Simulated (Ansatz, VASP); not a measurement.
# MgO: VASP beside Ansatz

```
Mg O
1.0
     3.30347    0.00000    0.00000
    -1.65173    2.86089    0.00000
     0.00000    0.00000    5.01939
Mg O
2 2
Direct
  0.31614 0.65408 0.00366
  0.68386 0.34592 0.50366
  0.34928 0.67834 0.40094
  0.65072 0.32166 0.90094
```

Change from the starting cell: mode 4 frozen in at -0.036 Å and mode 5 at -0.036 Å (largest displacements).

Alike in both runs: task single point; functional PBEsol; k mesh 9 × 9 × 6; occupations gaussian, width 0.05 eV; no spin polarisation.

|  | VASP | Ansatz |
| --- | --- | --- |
| version | VASP 6.6.1 | Ansatz 0.2.0 |
| potentials or method | VASP PAW PBE potentials, release 64 (Mg, O), cutoff 520 eV | scalar-relativistic, plane waves, PAW |
| valence electrons in the cell | 16 | 32 |

Ansatz gave:

| Item | Value |
| --- | --- |
| gap on the k mesh at the Fermi level (eV) | 3.34 |
| least direct gap on the mesh (eV) | 3.34 |
| pressure (GPa) | -0.1 |
| traceless stress, the component that is largest in VASP (GPa) | 0.07 |
| rms of the force components (eV/Å) | 0.081 |

Task: What did VASP give for the same quantities?

Result: gap on the k mesh at the Fermi level (eV): 3.34; least direct gap on the mesh (eV): 3.34; pressure (GPa): -0.4; traceless stress, the component that is largest in VASP (GPa): 0.10; rms of the force components (eV/Å): 0.082.

VASP's potentials were made for PBE, not for PBEsol, and Ansatz warns of the same on its side. Atom by atom the forces differ by 0.001 eV/Å (rms over components). The functional is the same, so the differences come from potentials, cutoffs and numerics. VASP's potentials hold 16 valence electrons a cell and Ansatz's 32, so a difference there can come from the potentials and not from the codes.
